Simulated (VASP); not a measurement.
Write the native input for VASP 6.6.1 that does the following.

- Task: single point
- Functional: PBE
- Potentials or basis: VASP PAW PBE potentials, release 64 (Be, Se)
- Cutoff: 520 eV
- k mesh: 4 × 4 × 4
- Occupations: gaussian, width 0.1 eV
- Spin: no spin polarisation
- Dipole correction: no
- Further INCAR settings: ALGO = Normal; EDIFF = 1e-06; NBANDS = 19

The structure of Be2Se3 lies in POSCAR:

```
Be2Se3
1.0
    2.7429863600     -2.6686060400      0.0000000000
    2.7429863600      2.6686060400      0.0000000000
   -1.3934375500      0.0000000000      5.4885577700
Be Se
2 3
Direct
    0.1912999900      0.1912999900      0.7989000000
    0.8087000100      0.8087000100      0.2011000000
    0.7010999800      0.7010999800      0.7384999900
    0.2989000200      0.2989000200      0.2615000100
    0.5000000000      0.5000000000      0.5000000000
```

These files were run (other wordings do the same):

INCAR

```
PREC = Accurate ; ENCUT = 520
EDIFF = 1E-6 ; ISMEAR = 0
SIGMA = 0.1 ; LREAL = False
LASPH = True ; NELM = 100
ALGO = Normal ; ISIF = 2
LWAVE = False ; LCHARG = False
GGA = PE ; NBANDS = 19
```

KPOINTS

```
Automatic mesh
0
Gamma
  4 4 4
```

Potentials or basis: VASP PAW PBE potentials, release 64 (Be, Se).

Run with:

```bash
$ cat potpaw_PBE.64/Be/POTCAR potpaw_PBE.64/Se/POTCAR > POTCAR
$ mpirun -np 1 vasp_std > vasp.out
```

It gave:

```
Pressure               : 157.3 GPa
Largest force          : 77.491 eV/Å
Band gap on the k mesh : zero (band 11 reaches 7.27 eV, above the bottom of band 12 at 6.39 eV)
```

Caveat: the k points lie up to 0.42 Å⁻¹ apart; forces of over 1 eV/Å act on the atoms, so gaps and moduli don't describe the material at rest.

Wall time 17 s on 1 thread of Intel(R) Xeon(R) 6975P-C (Granite Rapids), with other jobs on the host, peak memory 0.18 GiB.
